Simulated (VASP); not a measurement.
# Na (P6_3/mmc) in VASP: notebook

Runs on Na. Level: PBEsol. Tasks: single point.

Program: VASP 6.6.1. These are calculated values, not measurements. Logs are shortened: lines on timing, memory, paths and dates and some standing lists are left out, and cuts for length are marked.

### Step 1. The cell of the first run

The structure is hexagonal, space group P6_3/mmc (No. 194). The conventional cell has a = 3.880 Å, b = 3.880 Å, c = 5.969 Å, α = 90.00°, β = 90.00°, γ = 120.00°. Na (site symmetry -6m2) has 12 Na at 3.73 to 3.88 Å within 4.9 Å.

This isn't the form of Na at room conditions, which is bcc.

### Step 2. Single point, PBEsol (strain +0.030 along x and y, -0.030 along z)

Input file INCAR:

```
PREC = Accurate
ENCUT = 520
EDIFF = 1E-6
ISMEAR = 0
SIGMA = 0.15
LREAL = F
LASPH = T
NELM = 60
ALGO = Fast
ISIF = 2
LWAVE = F
LCHARG = F
GGA = PS
NBANDS = 14
```

Input file KPOINTS:

```
regular mesh
0
Gamma
  12 12 8
```

Input file POSCAR:

```
Na
1.0
    3.8800110275      0.0000000000      0.0000000000
   -1.9400055138      3.3601881168      0.0000000000
    0.0000000000      0.0000000000      5.9693800000
Na
2
Direct
    0.3333333333      0.6666666667      0.2500000000
    0.6666666667      0.3333333333      0.7500000000
```

Potentials or basis: VASP PAW PBE potentials, release 64 (Na_pv).

Command:

```bash
$ cat potpaw_PBE.64/Na_pv/POTCAR > POTCAR
$ mpirun -np 1 vasp_std > vasp.out
```

OUTCAR:

```text
PREC = Accurate
   ENCUT = 520
   EDIFF = 1E-6
   ISMEAR = 0
   LREAL = F
   LASPH = T
   NELM = 60
   ISIF = 2
   GGA = PS

 ion  position               nearest neighbor table
   1  0.333  0.667  0.250-
   2  0.667  0.333  0.750-

  LATTYP: Found a hexagonal cell.
 ALAT       =     3.8800110275
 C/A-ratio  =     1.5384956274

  Lattice vectors:

 A1 = (   3.8800110275,   0.0000000000,   0.0000000000)
 A2 = (  -1.9400055138,   3.3601881168,   0.0000000000)
 A3 = (   0.0000000000,   0.0000000000,   5.9693800000)

Analysis of symmetry for initial positions (statically):
=====================================================================
 Subroutine PRICEL returns:
 Original cell was already a primitive cell.

 Routine SETGRP: Setting up the symmetry group for a
 hexagonal supercell.

 Subroutine GETGRP returns: Found 24 space group operations
 (whereof 12 operations were pure point group operations)
 out of a pool of 24 trial point group operations.

The static configuration has the point symmetry D_3d.
 The point group associated with its full space group is D_6h.

Analysis of symmetry for dynamics (positions and initial velocities):
=====================================================================
 Subroutine PRICEL returns:
 Original cell was already a primitive cell.

 Routine SETGRP: Setting up the symmetry group for a
 hexagonal supercell.

 Subroutine GETGRP returns: Found 24 space group operations
 (whereof 12 operations were pure point group operations)
 out of a pool of 24 trial point group operations.

The dynamic configuration has the point symmetry D_3d.
 The point group associated with its full space group is D_6h.

 Subroutine INISYM returns: Found 24 space group operations
 (whereof 12 operations are pure point group operations),
 and found     1 'primitive' translations

----------------------------------------------------------------------------------------

                                     Primitive cell

  volume of cell :      77.8262

  direct lattice vectors                    reciprocal lattice vectors
     3.880011028  0.000000000  0.000000000     0.257731226  0.148801193  0.000000000
    -1.940005514  3.360188117  0.000000000     0.000000000  0.297602386  0.000000000
     0.000000000  0.000000000  5.969380000     0.000000000  0.000000000  0.167521585

  length of vectors
     3.880011028  3.880011028  5.969380000     0.297602386  0.297602386  0.167521585

  position of ions in fractional coordinates (direct lattice)
     0.333333333  0.666666667  0.250000000
     0.666666667  0.333333333  0.750000000

  ion indices of the primitive-cell ions
   primitive index   ion index
                 1           1
                 2           2

----------------------------------------------------------------------------------------

 KPOINTS: regular mesh

Automatic generation of k-mesh.
 Grid dimensions read from file:
 generate k-points for:   12   12    8

 Generating k-lattice:

  Cartesian coordinates                     Fractional coordinates (reciprocal lattice)
     0.021477602  0.012400099  0.000000000     0.083333333 -0.000000000  0.000000000
     0.000000000  0.024800199  0.000000000     0.000000000  0.083333333  0.000000000
     0.000000000  0.000000000  0.020940198     0.000000000  0.000000000  0.125000000

  Length of vectors
     0.024800199  0.024800199  0.020940198

  Shift w.r.t. Gamma in fractional coordinates (k-lattice)
     0.000000000  0.000000000  0.000000000

 Subroutine IBZKPT returns following result:
 ===========================================

 Found     95 irreducible k-points:

 Following reciprocal coordinates:
            Coordinates               Weight
  0.000000  0.000000  0.000000      1.000000
  0.083333  0.000000  0.000000      6.000000
  0.166667  0.000000  0.000000      6.000000
  0.250000  0.000000  0.000000      6.000000
  0.333333  0.000000  0.000000      6.000000
  0.416667  0.000000  0.000000      6.000000
[... 16 lines left out ...]
  0.250000  0.000000  0.125000     12.000000
  0.333333  0.000000  0.125000     12.000000
 [... further k-points ...]
   k-points           NKPTS =     95   k-points in BZ     NKDIM =     95   number of bands    NBANDS=     14
   number of dos      NEDOS =    301   number of ions     NIONS =      2
   total plane-waves  NPLWV =  43200
   dimension x,y,z NGX =    30 NGY =   30 NGZ =   48
   dimension x,y,z NGXF=    60 NGYF=   60 NGZF=   96
   ions per type =               2
   NGX,Y,Z   is equivalent  to a cutoff of  12.85, 12.85, 13.37 a.u.
   NGXF,Y,Z  is equivalent  to a cutoff of  25.71, 25.71, 26.74 a.u.
 SYSTEM =  unknown system
   PREC   = accura    normal or accurate (medium, high low for compatibility)
   ISTART =      0    job   : 0-new  1-cont  2-samecut
   ICHARG =      2    charge: 1-file 2-atom 10-const
   ISPIN  =      1    spin polarized calculation?
   LNONCOLLINEAR =      F non collinear calculations
   LSORBIT =      F    spin-orbit coupling
   LASPH  =      T    aspherical Exc in radial PAW
   ENCUT  =  520.0 eV  38.22 Ry    6.18 a.u.   7.21  7.21 11.10*2*pi/ulx,y,z
   NELM   =     60;   NELMIN=  2; NELMDL= -5     # of ELM steps
   EDIFF  = 0.1E-05   stopping-criterion for ELM
   LREAL  =      F    real-space projection
[... 7 lines left out ...]
   TEBEG  =    0.0;   TEEND  =   0.0 temperature during run
   PSTRESS=    0.0 pullay stress
   NELECT =      14.0000    total number of electrons
   NUPDOWN=      -1.0000    fix difference up-down
   EMIN   =  10.00;   EMAX   =-10.00  energy-range for DOS
   EFERMI =   0.00;   METHOD = LEGACY
   ISMEAR =     0;   SIGMA  =   0.15  broadening in eV -4-tet -1-fermi 0-gaus
   EFERMI_NEDOS =   21; number of points for ismear=-14 and -15
   IALGO  =     68    algorithm
   IMIX   =      4    mixing-type and parameters
     AMIX     =   0.40;   BMIX     =  1.00
     AMIX_MAG =   1.60;   BMIX_MAG =  1.00
  volume/ion in A,a.u.               =      38.91       262.60
  Fermi-wavevector in a.u.,A,eV,Ry     =   0.924150  1.746389 11.620088  0.854052
  Thomas-Fermi vector in A             =   2.049864
   LORBIT       =      0    0 simple, 1 ext, 2 COOP (PROOUT), +10 PAW based schemes
   GGA     = PS    functional components
   LHFCALC =     F    Hartree Fock is set to
   AEXX    =    0.0000 exact exchange contribution
   IVDW    =     0    specifies the selected vdW correction
   LEPSILON=     F    determine dielectric tensor
   LRPA    =     F    only Hartree local field effects (RPA)
 non-spin polarized calculation
 RMM-DIIS sequential band-by-band and
 Gauss-broadening in eV      SIGMA  =   0.15
  energy-cutoff  :      520.00
  volume of cell :       77.83
 maximum number of plane-waves:      2122
 NGX is ok and might be reduce to    30
   NGX = 15   NGY = 15   NGZ = 23

 number of electron      14.0000000 magnetization

 Free energy of the ion-electron system (eV)
  ---------------------------------------------------
  ext. energy  EPLUGINS =         0.00000000
  ---------------------------------------------------
  free energy    TOTEN  =        -2.79590062 eV

  energy without entropy =       -2.78738191  energy(sigma->0) =       -2.79164127

 E-fermi :   0.1713     XC(G=0):  -6.3739

 val. band max:        0.1340797757   @ k =   0.4167   0.0833   0.2500
 cond. band min:       0.1848196785   @ k =   0.3333   0.1667   0.3750
 fundamental gap:      0.0507399028
 Fermi energy:         0.1713378331

 k-point     1 :       0.0000    0.0000    0.0000
  band No.  band energies     occupation
      1     -24.6869      2.00000
      2     -24.6571      2.00000
      3     -24.6571      2.00000
      4     -24.6524      2.00000
      5     -24.6513      2.00000
      6     -24.6513      2.00000
      7      -3.0059      2.00000
      8       0.9847      0.00000
      9       1.4488      0.00000
     10       9.4115      0.00000
     11       9.4115      0.00000
     12       9.6546      0.00000
     13       9.6546      0.00000
     14      10.1990      0.00000

 k-point     2 :       0.0833    0.0000    0.0000
  band No.  band energies     occupation
      1     -24.6862      2.00000
      2     -24.6583      2.00000
      3     -24.6575      2.00000
      4     -24.6528      2.00000
      5     -24.6525      2.00000
      6     -24.6514      2.00000
      7      -2.9104      2.00000
      8       1.0696      0.00000
      9       1.5408      0.00000
     10       7.8346      0.00000
     11       8.6492      0.00000
     12       9.1467      0.00000
     13      10.5515      0.00000
     14      11.2817      0.00000

 k-point     3 :       0.1667    0.0000    0.0000
  band No.  band energies     occupation
      1     -24.6842      2.00000
      2     -24.6616      2.00000
      3     -24.6587      2.00000
      4     -24.6560      2.00000
      5     -24.6539      2.00000
      6     -24.6519      2.00000
      7      -2.6251      2.00000
      8       1.3248      0.00000
      9       1.8119      0.00000
     10       6.0722      0.00000
     11       7.9337      0.00000
     12       8.2745      0.00000
     13       9.5984      0.00000
     14      10.7404      0.00000
[... 324 lines left out ...]
 k-point    23 :       0.2500    0.0000    0.1250
  band No.  band energies     occupation
      1     -24.6808      2.00000
      2     -24.6655      2.00000
      3     -24.6620      2.00000
      4     -24.6600      2.00000
      5     -24.6553      2.00000
      6     -24.6529      2.00000
      7      -2.0857      2.00000
      8       1.0232      0.00000
      9       3.0581      0.00000
     10       4.5439      0.00000
     11       7.0928      0.00000
     12       7.4326      0.00000
     13       8.0447      0.00000
     14       9.8796      0.00000

 k-point    24 :       0.3333    0.0000    0.1250
  band No.  band energies     occupation
      1     -24.6783      2.00000
      2     -24.6693      2.00000
      3     -24.6664      2.00000
      4     -24.6614      2.00000
      5     -24.6574      2.00000
      6     -24.6537      2.00000
      7      -1.4321      2.00000
      8       1.6203      0.00000
      9       2.8554      0.00000
     10       3.8815      0.00000
     11       5.7867      0.00000
     12       7.0347      0.00000
     13       7.1807      0.00000
     14       8.7766      0.00000

 [... further k-points ...]
[... 5 lines left out ...]
  --------------------------------------------------------------------------------------
  -------------------------------------------------------------------------------------
  Total       -0.3111641     -0.3111641     -0.0535270      0.0000000      0.0000000     -0.0000000
  in kB       -6.4058144     -6.4058144     -1.1019392      0.0000000      0.0000000     -0.0000000
  external PRESSURE =      -4.6378560 kB  Pullay stress =       0.0000000 kB

 VOLUME and BASIS-vectors are now :
 -----------------------------------------------------------------------------
  energy-cutoff  :      520.00
  volume of cell :       77.83
      direct lattice vectors                 reciprocal lattice vectors
     3.880011028  0.000000000  0.000000000     0.257731226  0.148801193  0.000000000
    -1.940005514  3.360188117  0.000000000     0.000000000  0.297602386  0.000000000
     0.000000000  0.000000000  5.969380000     0.000000000  0.000000000  0.167521585

 POSITION                                       TOTAL-FORCE (eV/Angst)
 -----------------------------------------------------------------------------------
     -0.00000      2.24013      1.49235         0.000000      0.000000      0.000000
      1.94001      1.12006      4.47703        -0.000000     -0.000000     -0.000000
 -----------------------------------------------------------------------------------
    total drift:                               -0.000000      0.000000      0.000000

  FREE ENERGIE OF THE ION-ELECTRON SYSTEM (eV)
  ---------------------------------------------------
  free  energy   TOTEN  =        -2.7959006242 eV

  energy  without entropy=       -2.7873819146  energy(sigma->0) =       -2.79164127
```

Wall time 43 s (1 thread of Intel Xeon 6975P-C (Granite Rapids), shared host); peak memory 0.23 GiB.

Results:

| Item | Value |
| --- | --- |
| Free energy | -2.7959 eV |
| Pressure | -0.5 GPa |
| Band gap on the k mesh | zero (bands 7 and 8 overlap by 4.01 eV) |

Levels at points of the mesh, in eV from the Fermi level:
```
           k point  band 3  band 4  band 5  band 6  band 7  band 8  band 9  band 10  band 11  band 12
(0.00, 0.00, 0.00)  -24.83  -24.82  -24.82  -24.82   -3.18    0.81    1.28     9.24     9.24     9.48
(0.50, 0.00, 0.00)  -24.84  -24.83  -24.83  -24.83    0.12    0.19    3.88     3.91     4.46     4.57
(0.00, 0.00, 0.50)  -24.83  -24.83  -24.83  -24.83   -2.10   -2.10    6.02     6.02     9.88     9.88
(0.50, 0.00, 0.50)  -24.83  -24.83  -24.83  -24.83    0.98    0.98    1.42     1.42     7.39     7.39
```

Caveat: the cell differs from its parent crystal (strain +0.030 along x and y, -0.030 along z); the PAW data sets were made with another functional, which shifts forces and pressure a little.

### Step 3. Single point, PBEsol (strain +0.015 along x and y, +0.000 along z)

Input file INCAR:

```
SYSTEM = Na
PREC = Accurate
ENCUT = 520
EDIFF = 1E-7
ISMEAR = 0
SIGMA = 0.15
LREAL = .FALSE.
LASPH = .TRUE.
NELM = 80
ALGO = Normal
ISIF = 2
LWAVE = .FALSE.
LCHARG = .TRUE.
GGA = PS
LELF = .TRUE.
LVHAR = .TRUE.
NBANDS = 14
```

Input file KPOINTS:

```
Automatic mesh
0
G
  12 12 8
  0 0 0
```

Input file POSCAR:

```
Na
1.0
    3.8235060126      0.0000000000      0.0000000000
   -1.9117530063      3.3112533384      0.0000000000
    0.0000000000      0.0000000000      6.1540000000
Na
2
Direct
    0.3333333333      0.6666666667      0.2500000000
    0.6666666667      0.3333333333      0.7500000000
```

Potentials or basis: VASP PAW PBE potentials, release 64 (Na_pv).

Command:

```bash
$ cat potpaw_PBE.64/Na_pv/POTCAR > POTCAR
$ mpirun -np 1 vasp_std > vasp.out
```

It took 26 s on 1 thread of Intel Xeon 6975P-C (Granite Rapids), shared host; peak memory 0.22 GiB.

Results (log left out):

```
Free energy            : -2.7999 eV
Pressure               : -0.5 GPa
Band gap on the k mesh : zero (bands 7 and 8 overlap by 4.15 eV)
```

Levels at points of the mesh, in eV from the Fermi level:
```
           k point  band 5  band 6  band 7  band 8  band 9  band 10
(0.00, 0.00, 0.00)  -24.81  -24.81   -3.17    0.61    1.01     9.60
(0.50, 0.00, 0.00)  -24.82  -24.82    0.22    0.31    3.79     3.81
(0.00, 0.00, 0.50)  -24.82  -24.82   -2.15   -2.15    5.52     5.52
(0.50, 0.00, 0.50)  -24.82  -24.82    1.02    1.02    1.47     1.47
```

Caveat: the cell differs from its parent crystal (strain +0.015 along x and y, +0.000 along z); the PAW data sets were made with another functional, which shifts forces and pressure a little.

The gap in the log of VASP goes by the Fermi energy; the results here count the filled bands.